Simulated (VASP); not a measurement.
# Yb (Im-3m) in VASP: further runs

The runs below take Yb through single point, with PBE.

Program: VASP 6.6.1. These are calculated values, not measurements. Logs are shortened: lines on timing, memory, paths and dates and some standing lists are left out, and cuts for length are marked.

## 1. The cell of the first run

Symmetry: Im-3m, No. 229, cubic system. The conventional cell has a = 3.557 Å, b = 3.557 Å, c = 3.557 Å, α = 90.00°, β = 90.00°, γ = 90.00°. Within 4.1 Å of Yb (site symmetry m-3m) lie 14 Yb at 3.08 to 3.56 Å.

## 2. Single point, PBE

Input file INCAR:

```
SYSTEM = Yb
  PREC = Accurate
  ENCUT = 520
  EDIFF = 1E-6
  ISMEAR = -1
  SIGMA = 0.08
  LREAL = .False.
  LASPH = .True.
  NELM = 60
  ALGO = Normal
  ISIF = 2
  LWAVE = .False.
  LCHARG = .True.
  GGA = PE
  LELF = .True.
  LVHAR = .True.
  NBANDS = 18
```

Input file KPOINTS:

```
Automatic mesh
0
Gamma
  14 14 14
  0 0 0
```

Input file POSCAR:

```
Yb
1.0
   -1.7785996348      1.7785996348      1.7785996348
    1.7785996348     -1.7785996348      1.7785996348
    1.7785996348      1.7785996348     -1.7785996348
Yb
1
Direct
    0.0000000000      0.0000000000      0.0000000000
```

Potentials or basis: VASP PAW PBE potentials, release 64 (Yb).

The run is started by

```sh
$ cat potpaw_PBE.64/Yb/POTCAR > POTCAR
$ mpirun -np 1 vasp_std > vasp.out
```

OUTCAR:

```text
SYSTEM = Yb
   PREC = Accurate
   ENCUT = 520
   EDIFF = 1E-6
   ISMEAR = -1
   LREAL = .False.
   LASPH = .True.
   NELM = 60
   ISIF = 2
   GGA = PE

 ion  position               nearest neighbor table
   1  0.000  0.000  0.000-

  LATTYP: Found a body centered cubic cell.
 ALAT       =     3.5571992696

  Lattice vectors:

 A1 = (  -1.7785996348,   1.7785996348,   1.7785996348)
 A2 = (   1.7785996348,  -1.7785996348,   1.7785996348)
 A3 = (   1.7785996348,   1.7785996348,  -1.7785996348)

Analysis of symmetry for initial positions (statically):
=====================================================================
 Subroutine PRICEL returns:
 Original cell was already a primitive cell.

 Routine SETGRP: Setting up the symmetry group for a
 body centered cubic supercell.

 Subroutine GETGRP returns: Found 48 space group operations
 (whereof 48 operations were pure point group operations)
 out of a pool of 48 trial point group operations.

The static configuration has the point symmetry O_h .

Analysis of symmetry for dynamics (positions and initial velocities):
=====================================================================
 Subroutine PRICEL returns:
 Original cell was already a primitive cell.

 Routine SETGRP: Setting up the symmetry group for a
 body centered cubic supercell.

 Subroutine GETGRP returns: Found 48 space group operations
 (whereof 48 operations were pure point group operations)
 out of a pool of 48 trial point group operations.

The dynamic configuration has the point symmetry O_h .

 Subroutine INISYM returns: Found 48 space group operations
 (whereof 48 operations are pure point group operations),
 and found     1 'primitive' translations

----------------------------------------------------------------------------------------

                                     Primitive cell

  volume of cell :      22.5058

  direct lattice vectors                    reciprocal lattice vectors
    -1.778599635  1.778599635  1.778599635     0.000000000  0.281120040  0.281120040
     1.778599635 -1.778599635  1.778599635     0.281120040  0.000000000  0.281120040
     1.778599635  1.778599635 -1.778599635     0.281120040  0.281120040  0.000000000

  length of vectors
     3.080624934  3.080624934  3.080624934     0.397563773  0.397563773  0.397563773

  position of ions in fractional coordinates (direct lattice)
     0.000000000  0.000000000  0.000000000

  ion indices of the primitive-cell ions
   primitive index   ion index
                 1           1

----------------------------------------------------------------------------------------

 KPOINTS: Automatic mesh

Automatic generation of k-mesh.
 Grid dimensions read from file:
 generate k-points for:   14   14   14

 Generating k-lattice:

  Cartesian coordinates                     Fractional coordinates (reciprocal lattice)
     0.000000000  0.020080003  0.020080003     0.071428571  0.000000000  0.000000000
     0.020080003  0.000000000  0.020080003     0.000000000  0.071428571  0.000000000
     0.020080003  0.020080003  0.000000000     0.000000000  0.000000000  0.071428571

  Length of vectors
     0.028397412  0.028397412  0.028397412

  Shift w.r.t. Gamma in fractional coordinates (k-lattice)
     0.000000000  0.000000000  0.000000000

 Subroutine IBZKPT returns following result:
 ===========================================

 Found    104 irreducible k-points:

 Following reciprocal coordinates:
            Coordinates               Weight
  0.000000  0.000000  0.000000      1.000000
  0.071429  0.000000  0.000000     12.000000
  0.142857  0.000000  0.000000     12.000000
  0.214286  0.000000  0.000000     12.000000
  0.285714  0.000000  0.000000     12.000000
  0.357143  0.000000  0.000000     12.000000
[... 16 lines left out ...]
  0.285714  0.285714  0.000000     24.000000
  0.357143  0.285714  0.000000     24.000000
 [... further k-points ...]
   k-points           NKPTS =    104   k-points in BZ     NKDIM =    104   number of bands    NBANDS=     18
   number of dos      NEDOS =    301   number of ions     NIONS =      1
   total plane-waves  NPLWV =  13824
   dimension x,y,z NGX =    24 NGY =   24 NGZ =   24
   dimension x,y,z NGXF=    48 NGYF=   48 NGZF=   48
   ions per type =               1
   NGX,Y,Z   is equivalent  to a cutoff of  12.95, 12.95, 12.95 a.u.
   NGXF,Y,Z  is equivalent  to a cutoff of  25.90, 25.90, 25.90 a.u.
 SYSTEM =  Yb
   PREC   = accura    normal or accurate (medium, high low for compatibility)
   ISTART =      0    job   : 0-new  1-cont  2-samecut
   ICHARG =      2    charge: 1-file 2-atom 10-const
   ISPIN  =      1    spin polarized calculation?
   LNONCOLLINEAR =      F non collinear calculations
   LSORBIT =      F    spin-orbit coupling
   LASPH  =      T    aspherical Exc in radial PAW
   ENCUT  =  520.0 eV  38.22 Ry    6.18 a.u.   5.73  5.73  5.73*2*pi/ulx,y,z
   NELM   =     60;   NELMIN=  2; NELMDL= -5     # of ELM steps
   EDIFF  = 0.1E-05   stopping-criterion for ELM
   LREAL  =      F    real-space projection
[... 7 lines left out ...]
   TEBEG  =    0.0;   TEEND  =   0.0 temperature during run
   PSTRESS=    0.0 pullay stress
   NELECT =      24.0000    total number of electrons
   NUPDOWN=      -1.0000    fix difference up-down
   EMIN   =  10.00;   EMAX   =-10.00  energy-range for DOS
   EFERMI =   0.00;   METHOD = LEGACY
   ISMEAR =    -1;   SIGMA  =   0.08  broadening in eV -4-tet -1-fermi 0-gaus
   EFERMI_NEDOS =   21; number of points for ismear=-14 and -15
   IALGO  =     38    algorithm
   IMIX   =      4    mixing-type and parameters
     AMIX     =   0.40;   BMIX     =  1.00
     AMIX_MAG =   1.60;   BMIX_MAG =  1.00
  volume/ion in A,a.u.               =      22.51       151.88
  Fermi-wavevector in a.u.,A,eV,Ry     =   1.672555  3.160670 38.061480  2.797440
  Thomas-Fermi vector in A             =   2.757681
   LORBIT       =      0    0 simple, 1 ext, 2 COOP (PROOUT), +10 PAW based schemes
   GGA     = PE    functional components
   LHFCALC =     F    Hartree Fock is set to
   AEXX    =    0.0000 exact exchange contribution
   IVDW    =     0    specifies the selected vdW correction
   LEPSILON=     F    determine dielectric tensor
   LRPA    =     F    only Hartree local field effects (RPA)
 non-spin polarized calculation
  energy-cutoff  :      520.00
  volume of cell :       22.51
 maximum number of plane-waves:       622
   NGX = 11   NGY = 11   NGZ = 11

 number of electron      23.9999986 magnetization

 Free energy of the ion-electron system (eV)
  ---------------------------------------------------
  ext. energy  EPLUGINS =         0.00000000
  ---------------------------------------------------
  free energy    TOTEN  =        -3.07420045 eV

  energy without entropy =       -3.04248975  energy(sigma->0) =       -3.05834510

 E-fermi :   3.2328     XC(G=0): -11.7537

 val. band max:        3.2185063027   @ k =  -0.4286  -0.4286   0.2143
 cond. band min:       3.2461577336   @ k =  -0.4286   0.4286   0.2857
 fundamental gap:      0.0276514309
 Fermi energy:         3.2328229676

 k-point     1 :       0.0000    0.0000    0.0000
  band No.  band energies     occupation
      1     -48.2839      2.00000
      2     -19.9002      2.00000
      3     -19.9002      2.00000
      4     -19.9002      2.00000
      5      -2.7093      2.00000
      6       2.4879      1.99982
[... 10 lines left out ...]
     17       9.5393      0.00000
     18      16.8444      0.00000

 k-point     2 :       0.0714    0.0000    0.0000
  band No.  band energies     occupation
      1     -48.2770      2.00000
      2     -19.9806      2.00000
      3     -19.9229      2.00000
      4     -19.9011      2.00000
      5      -2.4932      2.00000
      6       2.4856      1.99982
[... 10 lines left out ...]
     17       9.5365      0.00000
     18      17.1000      0.00000

 k-point     3 :       0.1429    0.0000    0.0000
  band No.  band energies     occupation
      1     -48.2577      2.00000
      2     -20.1994      2.00000
      3     -19.9858      2.00000
      4     -19.9037      2.00000
      5      -1.8857      2.00000
      6       2.4809      1.99983
[... 10 lines left out ...]
     17       9.5560      0.00000
     18      17.6335      0.00000

 k-point     4 :       0.2143    0.0000    0.0000
  band No.  band energies     occupation
      1     -48.2297      2.00000
      2     -20.5005      2.00000
      3     -20.0754      2.00000
      4     -19.9076      2.00000
      5      -1.0112      2.00000
      6       2.4821      1.99983
[... 10 lines left out ...]
     17       9.6563      0.00000
     18      17.9233      0.00000

 k-point     5 :       0.2857    0.0000    0.0000
  band No.  band energies     occupation
      1     -48.1985      2.00000
      2     -20.8165      2.00000
      3     -20.1729      2.00000
      4     -19.9119      2.00000
      5      -0.0931      2.00000
      6       2.5090      1.99976
[... 10 lines left out ...]
     17       9.9890      0.00000
     18      17.1177      0.00000

 k-point     6 :       0.3571    0.0000    0.0000
  band No.  band energies     occupation
      1     -48.1702      2.00000
      2     -21.0871      2.00000
      3     -20.2591      2.00000
      4     -19.9159      2.00000
      5       0.5614      2.00000
      6       2.5070      1.99977
[... 307 lines left out ...]
 k-point    21 :       0.2857    0.2143    0.0000
  band No.  band energies     occupation
      1     -48.1436      2.00000
      2     -21.0937      2.00000
      3     -20.4895      2.00000
      4     -20.0483      2.00000
      5       1.8055      2.00000
      6       2.4959      1.99980
[... 10 lines left out ...]
     17      13.4619      0.00000
     18      15.6245      0.00000

 k-point    22 :       0.3571    0.2143    0.0000
  band No.  band energies     occupation
      1     -48.1328      2.00000
      2     -21.1314      2.00000
      3     -20.5812      2.00000
      4     -20.0567      2.00000
      5       1.9795      2.00000
      6       2.5136      1.99975
[... 10 lines left out ...]
     17      14.1253      0.00000
     18      15.0762      0.00000

 k-point    23 :       0.2857    0.2857    0.0000
  band No.  band energies     occupation
      1     -48.1313      2.00000
      2     -21.0532      2.00000
      3     -20.6717      2.00000
      4     -20.0722      2.00000
      5       2.2172      1.99999
      6       2.5197      1.99973
[... 10 lines left out ...]
     17      13.7953      0.00000
     18      15.2868      0.00000

 k-point    24 :       0.3571    0.2857    0.0000
  band No.  band energies     occupation
      1     -48.1269      2.00000
      2     -20.9986      2.00000
      3     -20.7784      2.00000
      4     -20.0794      2.00000
      5       2.3025      1.99998
      6       2.5366      1.99967
[... 10 lines left out ...]
     17      13.1265      0.00000
     18      16.0939      0.00000

 [... further k-points ...]
[... 5 lines left out ...]
  --------------------------------------------------------------------------------------
  -------------------------------------------------------------------------------------
  Total        2.5635379      2.5635379      2.5635379     -0.0000000      0.0000000      0.0000000
  in kB      182.4970014    182.4970014    182.4970014     -0.0000000      0.0000000      0.0000000
  external PRESSURE =     182.4970014 kB  Pullay stress =       0.0000000 kB

 VOLUME and BASIS-vectors are now :
 -----------------------------------------------------------------------------
  energy-cutoff  :      520.00
  volume of cell :       22.51
      direct lattice vectors                 reciprocal lattice vectors
    -1.778599635  1.778599635  1.778599635     0.000000000  0.281120040  0.281120040
     1.778599635 -1.778599635  1.778599635     0.281120040  0.000000000  0.281120040
     1.778599635  1.778599635 -1.778599635     0.281120040  0.281120040  0.000000000

 POSITION                                       TOTAL-FORCE (eV/Angst)
 -----------------------------------------------------------------------------------
      0.00000      0.00000      0.00000         0.000000     -0.000000      0.000000
 -----------------------------------------------------------------------------------
    total drift:                                0.000000      0.000000     -0.000000

  FREE ENERGIE OF THE ION-ELECTRON SYSTEM (eV)
  ---------------------------------------------------
  free  energy   TOTEN  =        -3.0742004466 eV

  energy  without entropy=       -3.0424897500  energy(sigma->0) =       -3.05834510
```

Wall time 20 s (1 thread of Intel Xeon 6975P-C (Granite Rapids), shared host); peak memory 0.18 GiB.

What came out:

```yaml
Free_energy: -3.0742 eV
Pressure: 18.2 GPa
Band_gap_on_the_k_mesh: zero (band 12 reaches 3.89 eV, above the bottom of band 13 at 2.83 eV)
```

Levels at points of the mesh, in eV from the Fermi level:
| k point | band 9 | band 10 | band 11 | band 12 | band 13 | band 14 | band 15 | band 16 |
| --- | --- | --- | --- | --- | --- | --- | --- | --- |
| (0.00, 0.00, 0.00) | -0.43 | -0.43 | -0.43 | -0.36 | 3.42 | 3.42 | 3.42 | 6.31 |
| (0.50, 0.00, 0.00) | -0.49 | -0.47 | -0.45 | -0.40 | 0.93 | 2.65 | 6.36 | 7.64 |
| (0.50, 0.50, 0.50) | -0.61 | -0.61 | -0.41 | -0.41 | -0.41 | 8.93 | 8.93 | 8.93 |

Caveat: spin-orbit coupling is left out, which moves the levels of the heavy elements. Spin polarisation is off, so any magnetic state and its effect on volume and gap are missing.

## 3. Single point, PBE

Input file INCAR:

```
SYSTEM = Yb
ALGO = Normal
EDIFF = 1E-7
ENCUT = 520
GGA = PE
ISIF = 2
ISMEAR = -1
LASPH = .TRUE.
LCHARG = .FALSE.
LREAL = .FALSE.
LWAVE = .FALSE.
NBANDS = 18
NELM = 80
PREC = Accurate
SIGMA = 0.08
```

Input file KPOINTS:

```
Automatic mesh
0
Gamma
  14 14 14
  0.5 0.5 0.5
```

POSCAR is that of step 2.

Potentials or basis: VASP PAW PBE potentials, release 64 (Yb).

The run is started by

```sh
$ cat potpaw_PBE.64/Yb/POTCAR > POTCAR
$ mpirun -np 1 vasp_std > vasp.out
```

OUTCAR:

```text
SYSTEM = Yb
   EDIFF = 1E-7
   ENCUT = 520
   GGA = PE
   ISIF = 2
   ISMEAR = -1
   LASPH = .TRUE.
   LREAL = .FALSE.
   NELM = 80
   PREC = Accurate

 ion  position               nearest neighbor table
   1  0.000  0.000  0.000-

  LATTYP: Found a body centered cubic cell.
 ALAT       =     3.5571992696

  Lattice vectors:

 A1 = (  -1.7785996348,   1.7785996348,   1.7785996348)
 A2 = (   1.7785996348,  -1.7785996348,   1.7785996348)
 A3 = (   1.7785996348,   1.7785996348,  -1.7785996348)

Analysis of symmetry for initial positions (statically):
=====================================================================
 Subroutine PRICEL returns:
 Original cell was already a primitive cell.

 Routine SETGRP: Setting up the symmetry group for a
 body centered cubic supercell.

 Subroutine GETGRP returns: Found 48 space group operations
 (whereof 48 operations were pure point group operations)
 out of a pool of 48 trial point group operations.

The static configuration has the point symmetry O_h .

Analysis of symmetry for dynamics (positions and initial velocities):
=====================================================================
 Subroutine PRICEL returns:
 Original cell was already a primitive cell.

 Routine SETGRP: Setting up the symmetry group for a
 body centered cubic supercell.

 Subroutine GETGRP returns: Found 48 space group operations
 (whereof 48 operations were pure point group operations)
 out of a pool of 48 trial point group operations.

The dynamic configuration has the point symmetry O_h .

 Subroutine INISYM returns: Found 48 space group operations
 (whereof 48 operations are pure point group operations),
 and found     1 'primitive' translations

----------------------------------------------------------------------------------------

[... 97 lines left out ...]
   ISYM   =      2    0-nonsym 1-usesym 2-fastsym
   POTIM  = 0.5000    time-step for ionic-motion
   TEBEG  =    0.0;   TEEND  =   0.0 temperature during run
   PSTRESS=    0.0 pullay stress
   NELECT =      24.0000    total number of electrons
   NUPDOWN=      -1.0000    fix difference up-down
   EMIN   =  10.00;   EMAX   =-10.00  energy-range for DOS
   EFERMI =   0.00;   METHOD = LEGACY
   ISMEAR =    -1;   SIGMA  =   0.08  broadening in eV -4-tet -1-fermi 0-gaus
   EFERMI_NEDOS =   21; number of points for ismear=-14 and -15
   IALGO  =     38    algorithm
   IMIX   =      4    mixing-type and parameters
     AMIX     =   0.40;   BMIX     =  1.00
     AMIX_MAG =   1.60;   BMIX_MAG =  1.00
  volume/ion in A,a.u.               =      22.51       151.88
  Fermi-wavevector in a.u.,A,eV,Ry     =   1.672555  3.160670 38.061480  2.797440
  Thomas-Fermi vector in A             =   2.757681
   LORBIT       =      0    0 simple, 1 ext, 2 COOP (PROOUT), +10 PAW based schemes
   GGA     = PE    functional components
   LHFCALC =     F    Hartree Fock is set to
   AEXX    =    0.0000 exact exchange contribution
   IVDW    =     0    specifies the selected vdW correction
   LEPSILON=     F    determine dielectric tensor
   LRPA    =     F    only Hartree local field effects (RPA)
 non-spin polarized calculation
  energy-cutoff  :      520.00
  volume of cell :       22.51
 maximum number of plane-waves:       619
   NGX = 11   NGY = 11   NGZ = 11

 number of electron      23.9999986 magnetization

 Free energy of the ion-electron system (eV)
  ---------------------------------------------------
  ext. energy  EPLUGINS =         0.00000000
  ---------------------------------------------------
  free energy    TOTEN  =        -3.07437380 eV

  energy without entropy =       -3.04379285  energy(sigma->0) =       -3.05908332

 E-fermi :   3.2410     XC(G=0): -11.7535

 val. band max:        3.2173498275   @ k =  -0.3214  -0.4643   0.1071
 cond. band min:       3.2523754211   @ k =  -0.3929   0.4643   0.2500
 fundamental gap:      0.0350255936
 Fermi energy:         3.2410062780

 k-point     1 :       0.0357    0.0357    0.0357
  band No.  band energies     occupation
      1     -48.2710      2.00000
      2     -20.0266      2.00000
      3     -19.9109      2.00000
      4     -19.9109      2.00000
      5      -2.3876      2.00000
      6       2.4932      1.99983
[... 481 lines left out ...]
      5      -0.7406      2.00000
      6       2.4617      1.99988
[... 10 lines left out ...]
     17      10.3185      0.00000
     18      18.2242      0.00000

 [... further k-points ...]
[... 5 lines left out ...]
  --------------------------------------------------------------------------------------
  -------------------------------------------------------------------------------------
  Total        2.7239073      2.7239073      2.7239073     -0.0000000     -0.0000000      0.0000000
  in kB      193.9136253    193.9136253    193.9136253     -0.0000000     -0.0000000      0.0000000
  external PRESSURE =     193.9136253 kB  Pullay stress =       0.0000000 kB

 VOLUME and BASIS-vectors are now :
 -----------------------------------------------------------------------------
  energy-cutoff  :      520.00
  volume of cell :       22.51
      direct lattice vectors                 reciprocal lattice vectors
    -1.778599635  1.778599635  1.778599635     0.000000000  0.281120040  0.281120040
     1.778599635 -1.778599635  1.778599635     0.281120040  0.000000000  0.281120040
     1.778599635  1.778599635 -1.778599635     0.281120040  0.281120040  0.000000000

 POSITION                                       TOTAL-FORCE (eV/Angst)
 -----------------------------------------------------------------------------------
      0.00000      0.00000      0.00000         0.000000      0.000000      0.000000
 -----------------------------------------------------------------------------------
    total drift:                                0.000000      0.000000     -0.000000

  FREE ENERGIE OF THE ION-ELECTRON SYSTEM (eV)
  ---------------------------------------------------
  free  energy   TOTEN  =        -3.0743737977 eV

  energy  without entropy=       -3.0437928458  energy(sigma->0) =       -3.05908332
```

It took 22 s on 1 thread of Intel Xeon 6975P-C (Granite Rapids), shared host; peak memory 0.18 GiB.

Results:

| Quantity | Value |
| --- | --- |
| Free energy | -3.0744 eV |
| Pressure | 19.4 GPa |
| Band gap on the k mesh | zero (band 12 reaches 4.07 eV, above the bottom of band 13 at 2.85 eV) |

Levels at points of the mesh, in eV from the Fermi level:
```
           k point  band 8  band 9  band 10  band 11  band 12  band 13  band 14  band 15  band 16  band 17
(0.04, 0.04, 0.04)   -0.74   -0.45    -0.44    -0.44    -0.39     3.21     3.21     3.82     6.12     6.12
```

Caveat: spin-orbit coupling is left out, which moves the levels of the heavy elements. Spin polarisation is off, so any magnetic state and its effect on volume and gap are missing.

[end of part 1 of 2]
